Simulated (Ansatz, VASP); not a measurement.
NaH: VASP beside Ansatz

File POSCAR:

```
NaH
1.0
    0.0000000000      2.3975126521      2.3975126521
    2.3975126521      0.0000000000      2.3975126521
    2.3975126521      2.3975126521      0.0000000000
Na H
1 1
Direct
    0.0000000000      0.0000000000      0.0000000000
    0.5000000000      0.5000000000      0.5000000000
```

File INCAR.step1:

```
SYSTEM = NaH
  PREC = Accurate
  ENCUT = 520
  EDIFF = 1E-5
  ISMEAR = 0
  SIGMA = 0.01
  LREAL = .False.
  LASPH = .True.
  NELM = 60
  ALGO = Normal
  ISIF = 2
  LWAVE = .True.
  LCHARG = .False.
  NBANDS = 11
  GGA = PE
```

File INCAR.step2:

```
SYSTEM = NaH
  PREC = Accurate
  ENCUT = 520
  EDIFF = 1E-6
  ISMEAR = 0
  SIGMA = 0.01
  LREAL = .False.
  LASPH = .True.
  NELM = 60
  ALGO = Normal
  ISIF = 2
  LWAVE = .False.
  LCHARG = .False.
  METAGGA = R2SCAN
  LHFCALC = .True.
  AEXX = 0.1
  LMIXTAU = .True.
  PRECFOCK = Normal
  NBANDS = 11
  ISTART = 1
```

KPOINTS

```
regular mesh
0
Gamma
  6 6 6
  0 0 0
```

Input for Ansatz:

```yaml
crystal:
  lattice:
    - [0.0, 2.3975126521, 2.3975126521]
    - [2.3975126521, 0.0, 2.3975126521]
    - [2.3975126521, 2.3975126521, 0.0]
  atoms:
    - { symbol: Na, position: [0.0, 0.0, 0.0] }
    - { symbol: H, position: [0.5, 0.5, 0.5] }
kpoints:
  mp_grid: { grid: [6, 6, 6] }
  band_path:
    path:
      - [0.0, 0.0, 0.0]
      - [0.5, 0.0, 0.5]
      - [0.625, 0.25, 0.625]
      - [0.375, 0.375, 0.75]
      - [0.5, 0.5, 0.5]
      - [0.5, 0.25, 0.75]
      - [0.25, -0.5, -0.25]
      - [0.0, 0.0, 0.5]
    npoints: 1
hamiltonian:
  xc: r2scanh
scf:
  occupations: { method: fixed }
  n_extra_bands: 4
output:
  forces: true
  stress: true
  eigenvalues: true
  write_density: true
  write_potential: true
  elf: true
  volumetric_format: npy
```

Alike in both runs: task single point; functional r2SCANh; k mesh 6 × 6 × 6; no spin polarisation.

```csv
,VASP,Ansatz
version,VASP 6.6.1,Ansatz 0.2.0
potentials or method,"VASP PAW PBE potentials, release 64 (Na_pv, H)","plane waves, PAW"
plane-wave cutoff (eV),520,500
occupations,"gaussian, width 0.01 eV",fixed
valence electrons in the cell,8,10
```

VASP gave:

| Property | Result |
| --- | --- |
| gap on the k mesh at the Fermi level (eV) | 5.08 |
| pressure (GPa) | -0.3 |

**Question.** What did Ansatz give for the same quantities?

**Answer.** gap on the k mesh at the Fermi level (eV): 5.06; pressure (GPa): -0.1.

VASP's potentials were made for PBE, not for r2SCANh. VASP's potentials hold 8 valence electrons a cell and Ansatz's 10, so a difference there can come from the potentials and not from the codes. Ansatz's warnings: stress exchange threshold loose, stress scf threshold loose.
